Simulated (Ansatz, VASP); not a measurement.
**BAs: VASP beside Ansatz**

The input INCAR:

```
PREC = Accurate
ENCUT = 520
EDIFF = 1E-6
ISMEAR = 0
SIGMA = 0.01
LREAL = False
LASPH = True
NELM = 80
ALGO = Normal
ISIF = 2
LWAVE = False
LCHARG = True
GGA = PS
LELF = True
LVHAR = True
NBANDS = 11
```

KPOINTS

```
regular mesh
0
Gamma
  6 6 6
```

POSCAR

```
BAs
1.0
    0.0000000000      2.3918676038      2.3918676038
    2.3918676038      0.0000000000      2.3918676038
    2.3918676038      2.3918676038      0.0000000000
B As
1 1
Direct
    0.0000000000      0.0000000000      0.0000000000
    0.2500000000      0.2500000000      0.2500000000
```

Input for Ansatz:

```yaml
crystal:
  lattice:
    - [0.0, 2.3918676038, 2.3918676038]
    - [2.3918676038, 0.0, 2.3918676038]
    - [2.3918676038, 2.3918676038, 0.0]
  atoms:
    - { symbol: B, position: [0.0, 0.0, 0.0] }
    - { symbol: As, position: [0.25, 0.25, 0.25] }
kpoints:
  mp_grid: { grid: [6, 6, 6] }
hamiltonian:
  xc: pbesol
scf:
  occupations: { method: fixed }
  n_extra_bands: 4
output:
  forces: true
  stress: true
  eigenvalues: true
```

Alike in both runs: task single point; functional PBEsol; k mesh 6 × 6 × 6; no spin polarisation.

|  | VASP | Ansatz |
| --- | --- | --- |
| version | VASP 6.6.1 | Ansatz 0.2.0 |
| potentials or method | VASP PAW PBE potentials, release 64 (B, As) | plane waves |
| plane-wave cutoff (eV) | 520 | 420 |
| occupations | gaussian, width 0.01 eV | fixed |
| valence electrons in the cell | 8 | 18 |

```csv
,VASP,Ansatz,Ansatz less VASP
gap on the k mesh at the Fermi level (eV),1.18,1.19,+0.008
pressure (GPa),-0.5,-1.3,-0.84
```

VASP's potentials were made for PBE, not for PBEsol. VASP's potentials hold 8 valence electrons a cell and Ansatz's 18, so a difference there can come from the potentials and not from the codes.
